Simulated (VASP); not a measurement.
# Mg (I4/mmm) in VASP: further runs

The runs below take Mg through single point, with PBEsol.

Everything below comes from runs of VASP 6.6.1. Logs are shortened: lines on timing, memory, paths and dates and some standing lists are left out, and cuts for length are marked.

## (1) The cell of the first run

Symmetry: I4/mmm, No. 139, tetragonal system. The conventional cell has a = 3.559 Å, b = 3.559 Å, c = 3.124 Å, α = 90.00°, β = 90.00°, γ = 90.00°. Mg (site symmetry 4/mmm) has 14 Mg at 2.96 to 3.56 Å within 3.9 Å.

## (2) Single point, PBEsol

INCAR reads:

```
ALGO     = Fast           # electronic algorithm
EDIFF    = 1E-7           # SCF threshold, eV
ENCUT    = 520            # plane-wave cutoff, eV
GGA      = PS             # functional
ISIF     = 2              # what is computed and relaxed
ISMEAR   = 0              # smearing method
LASPH    = T              # aspherical terms in the spheres
LCHARG   = T              # write CHGCAR
LELF     = T              # ELF
LREAL    = F              # projectors in reciprocal space
LVHAR    = T            
LWAVE    = F              # write WAVECAR
NBANDS   = 7              # bands
NELM     = 100            # most SCF steps
PREC     = Accurate       # precision mode
SIGMA    = 0.15           # smearing width, eV
```

KPOINTS reads:

```
k-points
0
Gamma
  18 18 18
```

POSCAR reads:

```
Mg
1.0
   -1.7794500000      1.7794500000      1.5622000000
    1.7794500000     -1.7794500000      1.5622000000
    1.7794500000      1.7794500000     -1.5622000000
Mg
1
Direct
    0.0000000000      0.0000000000      0.0000000000
```

Potentials or basis: VASP PAW PBE potentials, release 64 (Mg).

Started as:

```bash
$ cat potpaw_PBE.64/Mg/POTCAR > POTCAR
$ mpirun -np 1 vasp_std > vasp.out
```

OUTCAR:

```text
EDIFF = 1E-7
   ENCUT = 520
   GGA = PS
   ISIF = 2
   ISMEAR = 0
   LASPH = T
   LREAL = F
   NELM = 100
   PREC = Accurate

 ion  position               nearest neighbor table
   1  0.000  0.000  0.000-

  LATTYP: Found a body centered tetragonal cell.
 ALAT       =     3.5589000000
 C/A-ratio  =     0.8779117143

  Lattice vectors:

 A1 = (  -1.7794500000,   1.7794500000,   1.5622000000)
 A2 = (   1.7794500000,  -1.7794500000,   1.5622000000)
 A3 = (   1.7794500000,   1.7794500000,  -1.5622000000)

Analysis of symmetry for initial positions (statically):
=====================================================================
 Subroutine PRICEL returns:
 Original cell was already a primitive cell.

 Routine SETGRP: Setting up the symmetry group for a
 body centered tetragonal supercell.

 Subroutine GETGRP returns: Found 16 space group operations
 (whereof 16 operations were pure point group operations)
 out of a pool of 16 trial point group operations.

The static configuration has the point symmetry D_4h.

Analysis of symmetry for dynamics (positions and initial velocities):
=====================================================================
 Subroutine PRICEL returns:
 Original cell was already a primitive cell.

 Routine SETGRP: Setting up the symmetry group for a
 body centered tetragonal supercell.

 Subroutine GETGRP returns: Found 16 space group operations
 (whereof 16 operations were pure point group operations)
 out of a pool of 16 trial point group operations.

The dynamic configuration has the point symmetry D_4h.

 Subroutine INISYM returns: Found 16 space group operations
 (whereof 16 operations are pure point group operations),
 and found     1 'primitive' translations

----------------------------------------------------------------------------------------

                                     Primitive cell

  volume of cell :      19.7865

  direct lattice vectors                    reciprocal lattice vectors
    -1.779450000  1.779450000  1.562200000     0.000000000  0.280985698  0.320061452
     1.779450000 -1.779450000  1.562200000     0.280985698  0.000000000  0.320061452
     1.779450000  1.779450000 -1.562200000     0.280985698  0.280985698  0.000000000

  length of vectors
     2.961984714  2.961984714  2.961984714     0.425901744  0.425901744  0.397373785

  position of ions in fractional coordinates (direct lattice)
     0.000000000  0.000000000  0.000000000

  ion indices of the primitive-cell ions
   primitive index   ion index
                 1           1

----------------------------------------------------------------------------------------

 KPOINTS: k-points

Automatic generation of k-mesh.
 Grid dimensions read from file:
 generate k-points for:   18   18   18

 Generating k-lattice:

  Cartesian coordinates                     Fractional coordinates (reciprocal lattice)
     0.000000000  0.015610317  0.017781192     0.055555556 -0.000000000  0.000000000
     0.015610317  0.000000000  0.017781192    -0.000000000  0.055555556  0.000000000
     0.015610317  0.015610317  0.000000000     0.000000000  0.000000000  0.055555556

  Length of vectors
     0.023661208  0.023661208  0.022076321

  Shift w.r.t. Gamma in fractional coordinates (k-lattice)
     0.000000000  0.000000000  0.000000000

 Subroutine IBZKPT returns following result:
 ===========================================

 Found    480 irreducible k-points:

 Following reciprocal coordinates:
            Coordinates               Weight
  0.000000  0.000000  0.000000      1.000000
  0.055556 -0.000000  0.000000      8.000000
  0.111111 -0.000000  0.000000      8.000000
  0.166667 -0.000000  0.000000      8.000000
  0.222222 -0.000000  0.000000      8.000000
  0.277778 -0.000000  0.000000      8.000000
[... 16 lines left out ...]
 -0.277778  0.055556 -0.000000     16.000000
 -0.222222  0.055556 -0.000000     16.000000
 [... further k-points ...]
   k-points           NKPTS =    480   k-points in BZ     NKDIM =    480   number of bands    NBANDS=      7
   number of dos      NEDOS =    301   number of ions     NIONS =      1
   total plane-waves  NPLWV =  13824
   dimension x,y,z NGX =    24 NGY =   24 NGZ =   24
   dimension x,y,z NGXF=    48 NGYF=   48 NGZF=   48
   ions per type =               1
   NGX,Y,Z   is equivalent  to a cutoff of  13.47, 13.47, 13.47 a.u.
   NGXF,Y,Z  is equivalent  to a cutoff of  26.94, 26.94, 26.94 a.u.
 SYSTEM =  unknown system
   PREC   = accura    normal or accurate (medium, high low for compatibility)
   ISTART =      0    job   : 0-new  1-cont  2-samecut
   ICHARG =      2    charge: 1-file 2-atom 10-const
   ISPIN  =      1    spin polarized calculation?
   LNONCOLLINEAR =      F non collinear calculations
   LSORBIT =      F    spin-orbit coupling
   LASPH  =      T    aspherical Exc in radial PAW
   ENCUT  =  520.0 eV  38.22 Ry    6.18 a.u.   5.51  5.51  5.51*2*pi/ulx,y,z
   NELM   =    100;   NELMIN=  2; NELMDL= -5     # of ELM steps
   EDIFF  = 0.1E-06   stopping-criterion for ELM
   LREAL  =      F    real-space projection
   EDIFFG = 0.1E-05   stopping-criterion for IOM
   NSW    =      0    number of steps for IOM
   IBRION =     -1    ionic relax: 0-MD 1-quasi-New 2-CG
   NFREE  =      0    steps in history (QN), initial steepest desc. (CG)
   ISIF   =      2    stress and relaxation
   ISYM   =      2    0-nonsym 1-usesym 2-fastsym
   POTIM  = 0.5000    time-step for ionic-motion
   TEBEG  =    0.0;   TEEND  =   0.0 temperature during run
   PSTRESS=    0.0 pullay stress
   NELECT =       2.0000    total number of electrons
   NUPDOWN=      -1.0000    fix difference up-down
   EMIN   =  10.00;   EMAX   =-10.00  energy-range for DOS
   EFERMI =   0.00;   METHOD = LEGACY
   ISMEAR =     0;   SIGMA  =   0.15  broadening in eV -4-tet -1-fermi 0-gaus
   EFERMI_NEDOS =   21; number of points for ismear=-14 and -15
   IALGO  =     68    algorithm
   IMIX   =      4    mixing-type and parameters
     AMIX     =   0.40;   BMIX     =  1.00
     AMIX_MAG =   1.60;   BMIX_MAG =  1.00
  volume/ion in A,a.u.               =      19.79       133.53
  Fermi-wavevector in a.u.,A,eV,Ry     =   0.762598  1.441100  7.912537  0.581555
  Thomas-Fermi vector in A             =   1.862094
   LORBIT       =      0    0 simple, 1 ext, 2 COOP (PROOUT), +10 PAW based schemes
   GGA     = PS    functional components
   LHFCALC =     F    Hartree Fock is set to
   AEXX    =    0.0000 exact exchange contribution
   IVDW    =     0    specifies the selected vdW correction
   LEPSILON=     F    determine dielectric tensor
   LRPA    =     F    only Hartree local field effects (RPA)
 non-spin polarized calculation
 RMM-DIIS sequential band-by-band and
 Gauss-broadening in eV      SIGMA  =   0.15
  energy-cutoff  :      520.00
  volume of cell :       19.79
 maximum number of plane-waves:       554
 NGX is ok and might be reduce to    24
   NGX = 11   NGY = 11   NGZ = 11

 number of electron       2.0000000 magnetization

 Free energy of the ion-electron system (eV)
  ---------------------------------------------------
  ext. energy  EPLUGINS =         0.00000000
  ---------------------------------------------------
  free energy    TOTEN  =        -1.64444610 eV

  energy without entropy =       -1.64021875  energy(sigma->0) =       -1.64233242

 E-fermi :   3.4397     XC(G=0):  -9.0147

 val. band max:        3.4100161294   @ k =   0.3889   0.3333   0.1111
 cond. band min:       3.4480361188   @ k =   0.3333   0.3333   0.1667
 fundamental gap:      0.0380199894
 Fermi energy:         3.4396568180

 k-point     1 :       0.0000    0.0000    0.0000
  band No.  band energies     occupation
      1      -4.1809      2.00000
      2      15.6554      0.00000
      3      18.1019      0.00000
      4      18.6762      0.00000
      5      18.6762      0.00000
      6      18.6787      0.00000
      7      18.6787      0.00000

 k-point     2 :       0.0556   -0.0000    0.0000
  band No.  band energies     occupation
      1      -4.0964      2.00000
      2      15.3260      0.00000
      3      17.1696      0.00000
      4      17.9323      0.00000
      5      18.1530      0.00000
      6      19.1583      0.00000
      7      19.3604      0.00000

 k-point     3 :       0.1111   -0.0000    0.0000
  band No.  band energies     occupation
      1      -3.8432      2.00000
      2      14.6595      0.00000
      3      15.3954      0.00000
      4      16.8705      0.00000
      5      17.1770      0.00000
      6      19.4365      0.00000
      7      20.2487      0.00000

 k-point     4 :       0.1667   -0.0000    0.0000
  band No.  band energies     occupation
      1      -3.4231      2.00000
      2      13.3089      0.00000
      3      13.9649      0.00000
      4      16.0335      0.00000
      5      16.1922      0.00000
      6      18.6906      0.00000
      7      20.8603      0.00000

 k-point     5 :       0.2222   -0.0000    0.0000
  band No.  band energies     occupation
      1      -2.8386      2.00000
      2      11.2302      0.00000
      3      13.3401      0.00000
      4      15.3179      0.00000
      5      15.3460      0.00000
      6      17.9598      0.00000
      7      21.3305      0.00000

 k-point     6 :       0.2778   -0.0000    0.0000
  band No.  band energies     occupation
      1      -2.0935      2.00000
      2       9.2398      0.00000
      3      12.8153      0.00000
      4      14.5891      0.00000
      5      14.7945      0.00000
      6      17.2954      0.00000
      7      21.7789      0.00000

 k-point     7 :       0.3333   -0.0000    0.0000
  band No.  band energies     occupation
      1      -1.1929      2.00000
      2       7.3641      0.00000
      3      12.4013      0.00000
      4      14.0183      0.00000
      5      14.3751      0.00000
      6      16.7344      0.00000
      7      22.2866      0.00000
[... 121 lines left out ...]
 k-point    20 :      -0.4444    0.0556   -0.0000
  band No.  band energies     occupation
      1       0.4083      2.00000
      2       4.9492      0.00000
      3      11.0987      0.00000
      4      13.4921      0.00000
      5      14.2887      0.00000
      6      16.9640      0.00000
      7      24.0277      0.00000

 k-point    21 :      -0.3889    0.0556   -0.0000
  band No.  band energies     occupation
      1      -0.6985      2.00000
      2       6.6263      0.00000
      3      11.2803      0.00000
      4      13.8869      0.00000
      5      14.4882      0.00000
      6      17.3866      0.00000
      7      23.7204      0.00000

 k-point    22 :      -0.3333    0.0556    0.0000
  band No.  band energies     occupation
      1      -1.6641      2.00000
      2       8.4328      0.00000
      3      11.6076      0.00000
      4      14.3902      0.00000
      5      14.8618      0.00000
      6      17.9405      0.00000
      7      23.1556      0.00000

 k-point    23 :      -0.2778    0.0556   -0.0000
  band No.  band energies     occupation
      1      -2.4772      2.00000
      2      10.3352      0.00000
      3      12.0958      0.00000
      4      14.9653      0.00000
      5      15.4408      0.00000
      6      18.6024      0.00000
      7      22.3484      0.00000

 k-point    24 :      -0.2222    0.0556   -0.0000
  band No.  band energies     occupation
      1      -3.1317      2.00000
      2      12.1430      0.00000
      3      12.9102      0.00000
      4      15.6111      0.00000
      5      16.2112      0.00000
      6      19.3317      0.00000
      7      21.4108      0.00000

 [... further k-points ...]

------------------------ aborting loop because EDIFF is reached ----------------------------------------

  FORCE on cell =-STRESS in cart. coord.  units (eV):
  Direction    XX          YY          ZZ          XY          YZ          ZX
  --------------------------------------------------------------------------------------
  -------------------------------------------------------------------------------------
  Total        0.7041537      0.7041537      0.9462457      0.0000000      0.0000000      0.0000000
  in kB       57.0177217     57.0177217     76.6207347      0.0000000      0.0000000      0.0000000
  external PRESSURE =      63.5520594 kB  Pullay stress =       0.0000000 kB

 VOLUME and BASIS-vectors are now :
 -----------------------------------------------------------------------------
  energy-cutoff  :      520.00
  volume of cell :       19.79
      direct lattice vectors                 reciprocal lattice vectors
    -1.779450000  1.779450000  1.562200000     0.000000000  0.280985698  0.320061452
     1.779450000 -1.779450000  1.562200000     0.280985698  0.000000000  0.320061452
     1.779450000  1.779450000 -1.562200000     0.280985698  0.280985698  0.000000000

 POSITION                                       TOTAL-FORCE (eV/Angst)
 -----------------------------------------------------------------------------------
      0.00000      0.00000      0.00000         0.000000     -0.000000     -0.000000
 -----------------------------------------------------------------------------------
    total drift:                                0.000000     -0.000000     -0.000000

  FREE ENERGIE OF THE ION-ELECTRON SYSTEM (eV)
  ---------------------------------------------------
  free  energy   TOTEN  =        -1.6444460989 eV

  energy  without entropy=       -1.6402187487  energy(sigma->0) =       -1.64233242
```

Wall time 38 s (1 thread of Intel Xeon Platinum 8259CL at 2.50GHz (Skylake/Cascade Lake), shared host); peak memory 0.19 GiB.

What came out:

* Free energy: -1.6444 eV
* Pressure: 6.4 GPa
* Band gap on the k mesh: zero (bands 1 and 2 overlap by 4.77 eV)

Stress tensor (GPa, compression positive):
```
5.70 0.00 0.00
0.00 5.70 0.00
0.00 0.00 7.66
```

Levels at points of the mesh, in eV from the Fermi level:
| k point | band 1 | band 2 | band 3 | band 4 | band 5 | band 6 |
| --- | --- | --- | --- | --- | --- | --- |
| (0.00, 0.00, 0.00) | -7.62 | 12.22 | 14.66 | 15.24 | 15.24 | 15.24 |
| (0.50, 0.00, 0.00) | -1.45 | -0.52 | 8.42 | 9.84 | 10.42 | 12.51 |
| (0.50, 0.50, 0.00) | -2.12 | -1.53 | 11.05 | 12.42 | 13.20 | 13.34 |
| (0.50, 0.50, 0.50) | 3.24 | 3.24 | 3.36 | 4.26 | 6.79 | 9.83 |

Caveat: the cell stands under pressure; the PAW data sets were made with another functional, which shifts forces and pressure a little.

## (3) Single point, PBEsol

This run uses another cell than the first one, of 19.67 Å³/atom.

INCAR reads:

```
SYSTEM = Mg
PREC = Accurate
ENCUT = 520
EDIFF = 1E-6
ISMEAR = 0
SIGMA = 0.15
LREAL = .False.
LASPH = .True.
NELM = 100
ALGO = Normal
ISIF = 2
LWAVE = .False.
LCHARG = .True.
GGA = PS
LELF = .True.
LVHAR = .True.
NBANDS = 7
```

KPOINTS reads:

```
Automatic mesh
0
Gamma
  18 18 18
  0 0 0
```

POSCAR reads:

```
Mg
1.0
   -1.7369500000      1.7369500000      1.6301500000
    1.7369500000     -1.7369500000      1.6301500000
    1.7369500000      1.7369500000     -1.6301500000
Mg
1
Direct
    0.0000000000      0.0000000000      0.0000000000
```

Potentials or basis: VASP PAW PBE potentials, release 64 (Mg).

Started as:

```bash
$ cat potpaw_PBE.64/Mg/POTCAR > POTCAR
$ mpirun -np 1 vasp_std > vasp.out
```

It took 37 s on 1 thread of Intel Xeon Platinum 8259CL at 2.50GHz (Skylake/Cascade Lake), shared host; peak memory 0.19 GiB.

Results (log left out):

```
Free energy            : -1.6467 eV
Pressure               : 6.4 GPa
Band gap on the k mesh : zero (bands 1 and 2 overlap by 4.90 eV)
```

Stress tensor (GPa, compression positive):
```
6.16 0.00 0.00
0.00 6.16 0.00
0.00 0.00 6.91
```

Levels at points of the mesh, in eV from the Fermi level:
| k point | band 1 | band 2 | band 3 | band 4 |
| --- | --- | --- | --- | --- |
| (0.00, 0.00, 0.00) | -7.64 | 13.17 | 14.60 | 14.60 |
| (0.50, 0.00, 0.00) | -1.60 | -0.72 | 8.80 | 10.22 |
| (0.50, 0.50, 0.00) | -1.92 | -1.20 | 10.05 | 11.45 |
| (0.50, 0.50, 0.50) | 3.70 | 3.81 | 3.81 | 4.28 |

Caveat: the cell stands under pressure; the PAW data sets were made with another functional, which shifts forces and pressure a little.
